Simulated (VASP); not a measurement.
Write the native input for VASP 6.6.1 that does the following.

```yaml
Task: single point
Functional: PBEsol
Potentials_or_basis: VASP PAW PBE potentials, release 64 (Li_sv, Nb_sv, O)
Cutoff: 520 eV
k_mesh: 6 × 6 × 6
Occupations: gaussian, width 0.1 eV
Spin: no spin polarisation
Dipole_correction: no
Further_INCAR_settings: ALGO = Normal; EDIFF = 1e-07; NBANDS = 45
```

The structure of LiNbO3 lies in POSCAR:

```
LiNbO3
1.0
    2.5770834800      1.4878798400      4.6625706200
   -2.5770834800      1.4878798400      4.6625706200
    0.0000000000     -2.9757596800      4.6625706200
Li Nb O
2 2 6
Direct
    0.7054734700      0.7054734700      0.7054734700
    0.2054734700      0.2054734700      0.2054734700
    0.9875072800      0.9875072800      0.9875072800
    0.4875072800      0.4875072800      0.4875072800
    0.8824795800      0.2700917500      0.6208967100
    0.6208967100      0.8824795800      0.2700917500
    0.2700917500      0.6208967100      0.8824795800
    0.7700917500      0.3824795800      0.1208967100
    0.3824795800      0.1208967100      0.7700917500
    0.1208967100      0.7700917500      0.3824795800
```

These files were run (other wordings do the same):

INCAR

```
SYSTEM = LiNbO3
ALGO = Normal ; EDIFF = 1E-7
ENCUT = 520 ; GGA = PS
ISIF = 2 ; ISMEAR = 0
LASPH = .True. ; LCHARG = .False.
LREAL = .False. ; LWAVE = .False.
NBANDS = 45 ; NELM = 80
PREC = Accurate ; SIGMA = 0.1
```

KPOINTS

```
k-points
0
Gamma
  6 6 6
  0 0 0
```

Potentials or basis: VASP PAW PBE potentials, release 64 (Li_sv, Nb_sv, O).

The run is started by

```console
$ cat potpaw_PBE.64/Li_sv/POTCAR potpaw_PBE.64/Nb_sv/POTCAR potpaw_PBE.64/O/POTCAR > POTCAR
$ mpirun -np 1 vasp_std > vasp.out
```

Results of the run:

The largest force is 0.512 eV/Å and the band gap on the k mesh is 3.43 eV (least direct gap 3.48 eV).

Caveat: the PAW data sets were made with another functional, which shifts forces and pressure a little.

Wall time 2.1 min on 1 thread of AMD EPYC 9R45 (Zen 5) (shared host), peak memory 0.28 GiB.
